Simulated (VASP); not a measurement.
Here is a VASP 6.6.1 calculation.

The input INCAR:

```
PREC = Accurate
ENCUT = 520
EDIFF = 1E-7
ISMEAR = 0
SIGMA = 0.15
LREAL = False
LASPH = True
NELM = 80
ALGO = Fast
ISIF = 2
LWAVE = False
LCHARG = False
GGA = PE
NBANDS = 16
```

Contents of KPOINTS:

```
Automatic mesh
0
Gamma
  10 10 14
```

File POSCAR:

```
Al2Cu
1.0
    4.2860091319      0.0000000000      0.0000000000
    0.0000000000      4.2860091319      0.0000000000
    0.0000000000      0.0000000000      2.8847334069
Al Cu
2 1
Direct
    0.5000000000      0.0078152784      0.5000000000
    0.0000000000      0.4655437038      0.5000000000
    0.0000000000      0.0113117371      0.0000000000
```

Potentials or basis: VASP PAW PBE potentials, release 64 (Al, Cu).

Run with:

```console
$ cat potpaw_PBE.64/Al/POTCAR potpaw_PBE.64/Cu/POTCAR > POTCAR
$ mpirun -np 1 vasp_std > vasp.out
```

Q: What does it give for the pressure?

A: -4.1 GPa.

Q: What does it give for the largest force?

A: 1.262 eV/Å.

Stress tensor (GPa, compression positive):
```
-5.50  0.00  0.00
 0.00 -3.75  0.00
 0.00  0.00 -2.97
```

Caveat: the cell differs from its parent crystal (atoms displaced along a vibrational mode, the cell strained); the cell stands under tension; forces of over 1 eV/Å act on the atoms, so gaps and moduli don't describe the material at rest.
